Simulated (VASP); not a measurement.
# Si3C2 (P-62m) in VASP: notebook

The runs below take Si3C2 through relaxation of cell and atoms, single point, with PBE.

Everything below comes from runs of VASP 6.6.1. Logs are shortened: lines on timing, memory, paths and dates and some standing lists are left out, and cuts for length are marked.

**1. The cell of the first run**

It takes space group P-62m (No. 189, hexagonal). Conventional cell: a = 4.756 Å, b = 4.756 Å, c = 2.764 Å, α = 90.00°, β = 90.00°, γ = 120.00°. Within 2.8 Å of Si (site symmetry m2m) lie 4 C at 2.06 Å and 6 Si at 2.65 to 2.76 Å. Within 2.8 Å of C (site symmetry -6) lie 6 Si at 2.06 Å and 5 C at 2.75 to 2.76 Å.

The cell was generated, and may not be a known phase.

**2. Relaxation of cell and atoms, PBE**

The input, INCAR:

```
SYSTEM = Si3C2
PREC = Accurate
ENCUT = 600
EDIFF = 1E-6
ISMEAR = 0
SIGMA = 0.1
LREAL = .False.
LASPH = .True.
NELM = 100
ALGO = Normal
ISIF = 3
LWAVE = .False.
LCHARG = .False.
GGA = PE
IBRION = 2
NSW = 90
EDIFFG = -0.04
```

The input, KPOINTS:

```
regular mesh
0
Gamma
  6 6 6
  0 0 0
```

The input, POSCAR:

```
Si3C2
1.0
    4.7564768133      0.0000000000      0.0000000000
   -2.3782384066      4.1192297528      0.0000000000
    0.0000000000      0.0000000000      2.7635096153
Si C
3 2
Direct
    0.3590167296      0.0000000000      0.0000000000
    0.0000000000      0.3590167296      0.0000000000
    0.6409832704      0.6409832704      0.0000000000
    0.3333333333      0.6666666667      0.5000000000
    0.6666666667      0.3333333333      0.5000000000
```

Potentials or basis: VASP PAW PBE potentials, release 64 (Si, C).

On the command line:

```sh
$ cat potpaw_PBE.64/Si/POTCAR potpaw_PBE.64/C/POTCAR > POTCAR
$ mpirun -np 1 vasp_std > vasp.out
```

OUTCAR:

```text
SYSTEM = Si3C2
   PREC = Accurate
   ENCUT = 600
   EDIFF = 1E-6
   ISMEAR = 0
   LREAL = .False.
   LASPH = .True.
   NELM = 100
   ISIF = 3
   GGA = PE
   IBRION = 2
   NSW = 90
   EDIFFG = -0.04

 ion  position               nearest neighbor table
   1  0.359  0.000  0.000-   4 2.06   4 2.06   5 2.06   5 2.06   3 2.65   3 2.65   2 2.65   2 2.65
                             2 2.96   3 2.96
   2  0.000  0.359  0.000-   5 2.06   5 2.06   4 2.06   4 2.06   1 2.65   3 2.65   1 2.65   3 2.65
                             3 2.96   1 2.96
   3  0.641  0.641  0.000-   5 2.06   5 2.06   4 2.06   4 2.06   1 2.65   1 2.65   2 2.65   2 2.65
                             2 2.96   1 2.96
   4  0.333  0.667  0.500-   1 2.06   1 2.06   2 2.06   2 2.06   3 2.06   3 2.06
   5  0.667  0.333  0.500-   2 2.06   2 2.06   1 2.06   1 2.06   3 2.06   3 2.06

  LATTYP: Found a hexagonal cell.
 ALAT       =     4.7564768133
 C/A-ratio  =     0.5809992824

  Lattice vectors:

 A1 = (   4.7564768133,   0.0000000000,   0.0000000000)
 A2 = (  -2.3782384066,   4.1192297528,   0.0000000000)
 A3 = (   0.0000000000,   0.0000000000,   2.7635096153)

Analysis of symmetry for initial positions (statically):
=====================================================================
 Subroutine PRICEL returns:
 Original cell was already a primitive cell.

 Routine SETGRP: Setting up the symmetry group for a
 hexagonal supercell.

 Subroutine GETGRP returns: Found 12 space group operations
 (whereof 12 operations were pure point group operations)
 out of a pool of 24 trial point group operations.

The static configuration has the point symmetry D_3h.

Analysis of symmetry for dynamics (positions and initial velocities):
=====================================================================
 Subroutine PRICEL returns:
 Original cell was already a primitive cell.

 Routine SETGRP: Setting up the symmetry group for a
 hexagonal supercell.

 Subroutine GETGRP returns: Found 12 space group operations
 (whereof 12 operations were pure point group operations)
 out of a pool of 24 trial point group operations.

The dynamic configuration has the point symmetry D_3h.

 Subroutine INISYM returns: Found 12 space group operations
 (whereof 12 operations are pure point group operations),
 and found     1 'primitive' translations

----------------------------------------------------------------------------------------

                                     Primitive cell

  volume of cell :      54.1455

  direct lattice vectors                    reciprocal lattice vectors
     4.756476813  0.000000000  0.000000000     0.210239646  0.121381916  0.000000000
    -2.378238407  4.119229753  0.000000000     0.000000000  0.242763832  0.000000000
     0.000000000  0.000000000  2.763509615     0.000000000  0.000000000  0.361858701

  length of vectors
     4.756476813  4.756476813  2.763509615     0.242763832  0.242763832  0.361858701

  position of ions in fractional coordinates (direct lattice)
     0.359016730  0.000000000  0.000000000
     0.000000000  0.359016730  0.000000000
     0.640983270  0.640983270  0.000000000
     0.333333333  0.666666667  0.500000000
     0.666666667  0.333333333  0.500000000

  ion indices of the primitive-cell ions
   primitive index   ion index
                 1           1
                 2           2
                 3           3
                 4           4
                 5           5

----------------------------------------------------------------------------------------

 KPOINTS: regular mesh

Automatic generation of k-mesh.
 Grid dimensions read from file:
 generate k-points for:    6    6    6

 Generating k-lattice:

  Cartesian coordinates                     Fractional coordinates (reciprocal lattice)
     0.035039941  0.020230319  0.000000000     0.166666667  0.000000000  0.000000000
     0.000000000  0.040460639  0.000000000     0.000000000  0.166666667  0.000000000
     0.000000000  0.000000000  0.060309784     0.000000000  0.000000000  0.166666667

  Length of vectors
     0.040460639  0.040460639  0.060309784

  Shift w.r.t. Gamma in fractional coordinates (k-lattice)
     0.000000000  0.000000000  0.000000000

 Subroutine IBZKPT returns following result:
 ===========================================

 Found     28 irreducible k-points:

 Following reciprocal coordinates:
            Coordinates               Weight
  0.000000  0.000000  0.000000      1.000000
  0.166667 -0.000000  0.000000      6.000000
  0.333333 -0.000000  0.000000      6.000000
  0.500000  0.000000  0.000000      3.000000
  0.166667  0.166667  0.000000      6.000000
  0.333333  0.166667  0.000000     12.000000
[... 16 lines left out ...]
  0.166667 -0.000000  0.500000      6.000000
  0.333333 -0.000000  0.500000      6.000000
 [... further k-points ...]
   k-points           NKPTS =     28   k-points in BZ     NKDIM =     28   number of bands    NBANDS=     14
   number of dos      NEDOS =    301   number of ions     NIONS =      5
   total plane-waves  NPLWV =  38400
   dimension x,y,z NGX =    40 NGY =   40 NGZ =   24
   dimension x,y,z NGXF=    80 NGYF=   80 NGZF=   48
   ions per type =               3   2
   NGX,Y,Z   is equivalent  to a cutoff of  13.98, 13.98, 14.44 a.u.
   NGXF,Y,Z  is equivalent  to a cutoff of  27.96, 27.96, 28.88 a.u.
 SYSTEM =  Si3C2
   PREC   = accura    normal or accurate (medium, high low for compatibility)
   ISTART =      0    job   : 0-new  1-cont  2-samecut
   ICHARG =      2    charge: 1-file 2-atom 10-const
   ISPIN  =      1    spin polarized calculation?
   LNONCOLLINEAR =      F non collinear calculations
   LSORBIT =      F    spin-orbit coupling
   LASPH  =      T    aspherical Exc in radial PAW
   ENCUT  =  600.0 eV  44.10 Ry    6.64 a.u.   9.50  9.50  5.52*2*pi/ulx,y,z
   NELM   =    100;   NELMIN=  2; NELMDL= -5     # of ELM steps
   EDIFF  = 0.1E-05   stopping-criterion for ELM
   LREAL  =      F    real-space projection
   EDIFFG = -.4E-01   stopping-criterion for IOM
   NSW    =     90    number of steps for IOM
   IBRION =      2    ionic relax: 0-MD 1-quasi-New 2-CG
   NFREE  =      1    steps in history (QN), initial steepest desc. (CG)
   ISIF   =      3    stress and relaxation
   ISYM   =      2    0-nonsym 1-usesym 2-fastsym
   POTIM  = 0.5000    time-step for ionic-motion
   TEBEG  =    0.0;   TEEND  =   0.0 temperature during run
   PSTRESS=    0.0 pullay stress
   NELECT =      20.0000    total number of electrons
   NUPDOWN=      -1.0000    fix difference up-down
   EMIN   =  10.00;   EMAX   =-10.00  energy-range for DOS
   EFERMI =   0.00;   METHOD = LEGACY
   ISMEAR =     0;   SIGMA  =   0.10  broadening in eV -4-tet -1-fermi 0-gaus
   EFERMI_NEDOS =   21; number of points for ismear=-14 and -15
   IALGO  =     38    algorithm
   IMIX   =      4    mixing-type and parameters
     AMIX     =   0.40;   BMIX     =  1.00
     AMIX_MAG =   1.60;   BMIX_MAG =  1.00
  volume/ion in A,a.u.               =      10.83        73.08
  Fermi-wavevector in a.u.,A,eV,Ry     =   1.174620  2.219710 18.772394  1.379732
  Thomas-Fermi vector in A             =   2.311014
   LORBIT       =      0    0 simple, 1 ext, 2 COOP (PROOUT), +10 PAW based schemes
   GGA     = PE    functional components
   LHFCALC =     F    Hartree Fock is set to
   AEXX    =    0.0000 exact exchange contribution
   IVDW    =     0    specifies the selected vdW correction
   LEPSILON=     F    determine dielectric tensor
   LRPA    =     F    only Hartree local field effects (RPA)
 conjugate gradient relaxation of ions
 non-spin polarized calculation
 Gauss-broadening in eV      SIGMA  =   0.10
  energy-cutoff  :      600.00
  volume of cell :       54.15
 maximum number of plane-waves:      1824
 NGX is ok and might be reduce to    40
   NGX = 19   NGY = 19   NGZ = 11

--------------------------------------- Ionic step        1  -------------------------------------------

 number of electron      20.0000000 magnetization

 Free energy of the ion-electron system (eV)
  ---------------------------------------------------
  ext. energy  EPLUGINS =         0.00000000
  ---------------------------------------------------
  free energy    TOTEN  =       -29.92899862 eV

  energy without entropy =      -29.91957358  energy(sigma->0) =      -29.92428610

------------------------ aborting loop because EDIFF is reached ----------------------------------------

  FORCE on cell =-STRESS in cart. coord.  units (eV):
  Direction    XX          YY          ZZ          XY          YZ          ZX
  --------------------------------------------------------------------------------------
  -------------------------------------------------------------------------------------
  Total        0.2905259      0.2905259      0.2205976      0.0000000      0.0000000      0.0000000
  in kB        8.5967242      8.5967242      6.5275310      0.0000000      0.0000000      0.0000000
  external PRESSURE =       7.9069931 kB  Pullay stress =       0.0000000 kB
[... 219 lines left out ...]
  energy  without entropy=      -29.9261036559  energy(sigma->0) =      -29.93000070

--------------------------------------- Ionic step        7  -------------------------------------------

 number of electron      20.0000000 magnetization

 Free energy of the ion-electron system (eV)
  ---------------------------------------------------
  ext. energy  EPLUGINS =         0.00000000
  ---------------------------------------------------
  free energy    TOTEN  =       -29.93449137 eV

  energy without entropy =      -29.92649598  energy(sigma->0) =      -29.93049368

 E-fermi :  10.1486     XC(G=0): -11.4825

 val. band max:       10.0118269890   @ k =   0.1667   0.1667   0.1667
 cond. band min:      10.1814932579   @ k =   0.3333  -0.0000   0.1667
 fundamental gap:      0.1696662690
 Fermi energy:        10.1486039264

 k-point     1 :       0.0000    0.0000    0.0000
  band No.  band energies     occupation
      1      -7.3371      2.00000
      2      -2.8454      2.00000
      3       0.6482      2.00000
      4       0.6482      2.00000
      5       3.5256      2.00000
      6       3.5256      2.00000
      7       4.9541      2.00000
      8       7.0559      2.00000
      9       9.2242      2.00000
     10      12.4474      0.00000
     11      12.4556      0.00000
     12      12.4556      0.00000
     13      16.8770      0.00000
     14      17.2749      0.00000
[... 375 lines left out ...]
 k-point    24 :       0.3333   -0.0000    0.5000
  band No.  band energies     occupation
      1      -2.9330      2.00000
      2      -1.9019      2.00000
      3      -0.9764      2.00000
      4       0.3111      2.00000
      5       3.2356      2.00000
      6       4.5505      2.00000
      7       5.0843      2.00000
      8       5.8182      2.00000
      9       7.4412      2.00000
     10       8.5545      2.00000
     11       9.4706      2.00000
     12      11.0415      0.00000
     13      12.7529      0.00000
     14      13.1007      0.00000

 [... further k-points ...]

------------------------ aborting loop because EDIFF is reached ----------------------------------------

  FORCE on cell =-STRESS in cart. coord.  units (eV):
  Direction    XX          YY          ZZ          XY          YZ          ZX
  --------------------------------------------------------------------------------------
  -------------------------------------------------------------------------------------
  Total        0.0320416      0.0320416     -0.0312256      0.0000000     -0.0000000      0.0000000
  in kB        0.9335340      0.9335340     -0.9097591      0.0000000     -0.0000000      0.0000000
  external PRESSURE =       0.3191030 kB  Pullay stress =       0.0000000 kB
[... 20 lines left out ...]
  FREE ENERGIE OF THE ION-ELECTRON SYSTEM (eV)
  ---------------------------------------------------
  free  energy   TOTEN  =       -29.9344913688 eV

  energy  without entropy=      -29.9264959812  energy(sigma->0) =      -29.93049368

 reached required accuracy - stopping structural energy minimisation
```

Wall time 54 s (1 thread of Intel Xeon Platinum 8488C (Sapphire Rapids), shared host); peak memory 0.19 GiB.

Results:

```yaml
Free_energy: -29.9345 eV
Relaxed_volume: 11.00 Å³/atom
Relaxed_cell: a = 4.790 Å, b = 4.790 Å, c = 2.767 Å, α = 90.00°, β = 90.00°, γ = 120.00°
Space_group_after_relaxing_to_0.1_Å: P-62m (No. 189)
Energy_gained_by_relaxing: 1.1 meV/atom
Ionic_steps: 7
Pressure_after_relaxing: 0.0 GPa
Largest_force_after_relaxing: 0.005 eV/Å
Band_gap_on_the_k_mesh: zero (bands 10 and 11 overlap by 4.45 eV)
```

Forces in eV/Å, atoms in the order of the input:
```
Si  -0.005  0.000  0.000
Si   0.002 -0.004  0.000
Si   0.002  0.004  0.000
C    0.000  0.000  0.000
C    0.000  0.000  0.000
```

The path:
| step | energy change (eV) | largest force (eV/Å) | pressure (GPa) | volume (Å³) |
| --- | --- | --- | --- | --- |
| 1 | 0.0000 | 0.0855 | 0.79 | 54.15 |
| 2 | -0.0020 | 0.0972 | -0.16 | 54.57 |
| 3 | -0.0022 | 0.1020 | -0.52 | 54.73 |
| 4 | -0.0037 | 0.0832 | -0.38 | 54.80 |
| 5 | -0.0048 | 0.0532 | -0.12 | 54.92 |
| 6 | -0.0049 | 0.0456 | -0.06 | 54.95 |
| 7 | -0.0055 | 0.0048 | 0.03 | 54.99 |

Final structure:
```
Si C
1.0
     4.79036    0.00000    0.00000
    -2.39518    4.14857    0.00000
     0.00000    0.00000    2.76712
Si C
3 2
Direct
  0.36472 0.00000 0.00000
  0.00000 0.36472 0.00000
  0.63528 0.63528 0.00000
  0.33333 0.66667 0.50000
  0.66667 0.33333 0.50000
```

Levels at points of the mesh, in eV from the Fermi level:
```
           k point  band 7  band 8  band 9  band 10  band 11  band 12  band 13  band 14
(0.00, 0.00, 0.00)   -5.19   -3.09   -0.92     2.30     2.31     2.31     6.73     7.13
(0.50, 0.00, 0.00)   -3.03   -2.47   -1.78    -0.51     0.70     2.90     3.60     5.17
(0.00, 0.00, 0.50)   -3.04   -3.04   -2.73    -2.73    -2.14    -1.98    -1.98     1.21
(0.50, 0.00, 0.50)   -5.40   -4.54   -2.39    -1.18     0.75     2.21     2.50     2.65
```

Caveat: the k points lie up to 0.38 Å⁻¹ apart in the final cell, too coarse for converged energies and pressures of a metal.

[end of part 1 of 2]

The gap in the log of VASP goes by the Fermi energy; the results here count the filled bands.